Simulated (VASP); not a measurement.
# Cd: single point with PBEsol+D3(BJ)

Crystal: Cd.

```
Cd
1.0
    -1.58877    1.58877    1.58877
     1.58877   -1.58877    1.58877
     1.58877    1.58877   -1.58877
Cd
1
Direct
  0.00000 0.00000 0.00000
```

| Item | Value |
| --- | --- |
| Program | VASP 6.6.1 |
| Task | single point |
| Functional | PBEsol |
| Dispersion | D3(BJ) |
| Potentials or basis | VASP PAW PBE potentials, release 64 (Cd) |
| Cutoff | 520 eV |
| k mesh | 7 × 7 × 7 |
| Occupations | fermi-dirac, width 0.1 eV |
| Spin | no spin polarisation |
| Dipole correction | no |
| Further INCAR settings | ALGO = Normal; EDIFF = 1e-06; NBANDS = 12 |

```
Pressure                   : 30.2 GPa
Band gap on the k mesh     : zero (band 6 reaches 7.79 eV, above the bottom of band 7 at 5.50 eV)
Dispersion energy per atom : -0.564 eV
```

Levels at points of the mesh, in eV from the Fermi level:
```csv
k point,band 2,band 3,band 4,band 5,band 6,band 7,band 8,band 9,band 10,band 11
"(0.00, 0.00, 0.00)",-10.74,-10.74,-10.74,-9.55,-9.55,16.55,16.55,16.55,21.15,21.15
```

It took 8.7 s on 1 thread of AMD EPYC 7R13, on a shared host, peak memory 0.1 GiB.

Caveat: the k points lie up to 0.40 Å⁻¹ apart; three body term missing; the PAW data sets were made with another functional, which shifts forces and pressure a little; pairwise dispersion overbinds metals, which lowers pressure and volume.
